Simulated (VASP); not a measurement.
Wanted: the native input for a VASP 6.6.1 run.

```yaml
Task: single point
Functional: r2SCAN
Potentials_or_basis: VASP PAW PBE potentials, release 64 (Ti_sv, Al)
Cutoff: 520 eV
k_mesh: 12 × 12 × 4
Occupations: gaussian, width 0.15 eV
Spin: no spin polarisation
Dipole_correction: no
Further_INCAR_settings: ALGO = Normal; EDIFF = 1e-06; NBANDS = 44
```

The system is TiAl3.

```
Ti Al
1.0
     0.00000   -3.95567    0.00000
     0.00000    0.00000   -3.95567
    11.56701    0.00000    0.00000
Ti Al
3 9
Direct
  0.00000 0.00000 0.94042
  0.00000 0.00000 0.25647
  0.00000 0.00000 0.59845
  0.50000 0.00000 0.08548
  0.50000 0.00000 0.42746
  0.50000 0.00000 0.76943
  0.00000 0.50000 0.08548
  0.00000 0.50000 0.42746
  0.00000 0.50000 0.76943
  0.50000 0.50000 0.94042
  0.50000 0.50000 0.25647
  0.50000 0.50000 0.59845
```

This cell differs from its parent crystal: the distance across one plane changed.

One way to write it, as run:

POSCAR

```
TiAl3
1.0
    0.0000000000     -3.9556712500      0.0000000000
    0.0000000000      0.0000000000     -3.9556712500
   11.5670137500      0.0000000000      0.0000000000
Ti Al
3 9
Direct
    0.0000000000      0.0000000000      0.9404240705
    0.0000000000      0.0000000000      0.2564668564
    0.0000000000      0.0000000000      0.5984454634
    0.5000000000      0.0000000000      0.0854775528
    0.5000000000      0.0000000000      0.4274561599
    0.5000000000      0.0000000000      0.7694347669
    0.0000000000      0.5000000000      0.0854775528
    0.0000000000      0.5000000000      0.4274561599
    0.0000000000      0.5000000000      0.7694347669
    0.5000000000      0.5000000000      0.9404240705
    0.5000000000      0.5000000000      0.2564668564
    0.5000000000      0.5000000000      0.5984454634
```

INCAR.step1

```
SYSTEM = TiAl3
ALGO     = Normal         ! electronic algorithm
EDIFF    = 1E-4           ! SCF threshold, eV
ENCUT    = 520            ! plane-wave cutoff, eV
GGA      = PE             ! functional
ISMEAR   = 0              ! smearing method
LASPH    = .True.         ! aspherical terms in the spheres
LCHARG   = .False.        ! write CHGCAR
LREAL    = .False.        ! projectors in reciprocal space
LWAVE    = .True.         ! write WAVECAR
NBANDS   = 44             ! bands
NELM     = 80             ! most SCF steps
PREC     = Accurate       ! precision mode
SIGMA    = 0.15           ! smearing width, eV
```

INCAR.step2

```
SYSTEM = TiAl3
ALGO     = Normal         ! electronic algorithm
EDIFF    = 1E-6           ! SCF threshold, eV
ENCUT    = 520            ! plane-wave cutoff, eV
ISIF     = 2              ! what is computed and relaxed
ISMEAR   = 0              ! smearing method
ISTART   = 1            
LASPH    = .True.         ! aspherical terms in the spheres
LCHARG   = .False.        ! write CHGCAR
LMIXTAU  = .True.       
LREAL    = .False.        ! projectors in reciprocal space
LWAVE    = .False.        ! write WAVECAR
METAGGA  = R2SCAN         ! meta-GGA
NBANDS   = 44             ! bands
NELM     = 80             ! most SCF steps
PREC     = Accurate       ! precision mode
SIGMA    = 0.15           ! smearing width, eV
```

KPOINTS

```
k-points
0
Gamma
  12 12 4
  0 0 0
```

Potentials or basis: VASP PAW PBE potentials, release 64 (Ti_sv, Al).

The run is started by

```sh
$ cat potpaw_PBE.64/Ti_sv/POTCAR potpaw_PBE.64/Al/POTCAR > POTCAR
$ cp INCAR.step1 INCAR
$ mpirun -np 1 vasp_std > vasp.out
$ cp INCAR.step2 INCAR
$ mpirun -np 1 vasp_std > vasp.out
```

Results of the run:

```yaml
Pressure: 3.9 GPa
Largest_force: 1.934 eV/Å
Band_gap_on_the_k_mesh: zero (an odd number of electrons rules out a gap without spin polarisation)
```

Caveat: the cell differs from its parent crystal (the distance across one plane changed); the cell stands under pressure; the PAW data sets were made with another functional, which shifts forces and pressure a little.

Wall time 67 min on 1 thread of Oxide Virtual Turin-like Processor (shared host), peak memory 0.6 GiB.
